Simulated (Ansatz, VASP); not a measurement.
Tl in VASP and in Ansatz

The input INCAR:

```
PREC = Accurate ; ENCUT = 520
EDIFF = 1E-8 ; ISMEAR = -1
SIGMA = 0.05 ; LREAL = False
LASPH = True ; NELM = 80
ALGO = Normal ; ISIF = 2
LWAVE = False ; LCHARG = False
LEFG = True ; NBANDS = 12
```

The input KPOINTS:

```
regular mesh
0
Gamma
  13 13 13
```

Contents of POSCAR:

```
Tl
1.0
   -1.9021800000      1.9410000000      1.9410000000
    1.9410000000     -1.9021800000      1.9410000000
    1.9410000000      1.9410000000     -1.9021800000
Tl
1
Direct
    0.0000000000      0.0000000000      0.0000000000
```

Input for Ansatz:

```yaml
crystal:
  lattice:
    - [-1.90218, 1.941, 1.941]
    - [1.941, -1.90218, 1.941]
    - [1.941, 1.941, -1.90218]
  atoms:
    - { symbol: Tl, position: [0.0, 0.0, 0.0] }
kpoints:
  mp_grid: { grid: [13, 13, 13] }
scf:
  occupations: { method: fermi_dirac, width: 0.05 }
hamiltonian:
  xc: lda
  pseudopotentials: { kind: all_electron, datasets: crystal }
output:
  forces: true
  stress: true
  eigenvalues: true
  efg: { contact_densities: true }
```

Change from the starting cell: equal xy, yz and zx shear strains of +2 %, crystal datasets.

Alike in both runs: task electric field gradients; functional LDA; k mesh 13 × 13 × 13; occupations fermi-dirac, width 0.05 eV; no spin polarisation.

|  | VASP | Ansatz |
| --- | --- | --- |
| version | VASP 6.6.1 | Ansatz 0.2.0 |
| potentials or method | VASP PAW LDA potentials, release 64 (Tl_d), cutoff 520 eV | all-electron PAW with datasets made for the crystal, scalar-relativistic |

Ansatz gave:

- pressure (GPa): -2.5
- traceless stress, the component that is largest in VASP (GPa): -0.18
- size of Vzz on the site where it differs most (V/Å²): 27.5

Question: Estimate VASP's values.

Answer: Pressure (GPa): -2.4; traceless stress, the component that is largest in VASP (GPa): -0.18; size of Vzz on the site where it differs most (V/Å²): 28.3.

LDA's correlation is that of Perdew and Zunger in VASP and of Perdew and Wang (1992) in Ansatz. Ansatz ran all-electron here, and VASP with PAW potentials.

Neither program's run includes spin-orbit coupling.
